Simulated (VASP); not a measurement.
A run of VASP 6.6.1:

Contents of INCAR:

```
PREC = Accurate
ENCUT = 520
EDIFF = 1E-6
ISMEAR = 0
SIGMA = 0.01
LREAL = False
LASPH = True
NELM = 100
ALGO = Normal
ISIF = 2
LWAVE = False
LCHARG = False
GGA = PE
NBANDS = 11
```

The input KPOINTS:

```
Automatic mesh
0
Gamma
  7 7 7
```

File POSCAR:

```
BAs
1.0
    0.0000000000      2.4199312360      2.4199312360
    2.4199312360      0.0000000000      2.4199312360
    2.4199312360      2.4199312360      0.0000000000
B As
1 1
Direct
    0.0000000000      0.0000000000      0.0000000000
    0.2500000000      0.2500000000      0.2500000000
```

Potentials or basis: VASP PAW PBE potentials, release 64 (B, As).

Run with:

```bash
$ cat potpaw_PBE.64/B/POTCAR potpaw_PBE.64/As/POTCAR > POTCAR
$ mpirun -np 1 vasp_std > vasp.out
```

Hardware: 1 thread of AMD EPYC 7R13 Processor (Zen 3), with other jobs on the host.

Question: How long does it take, and how much memory?

Answer: Run time: 6 s on 1 thread of AMD EPYC 7R13 Processor (Zen 3) (shared host), peak memory 0.12 GiB. Counts: scf iterations 12, k points 20.
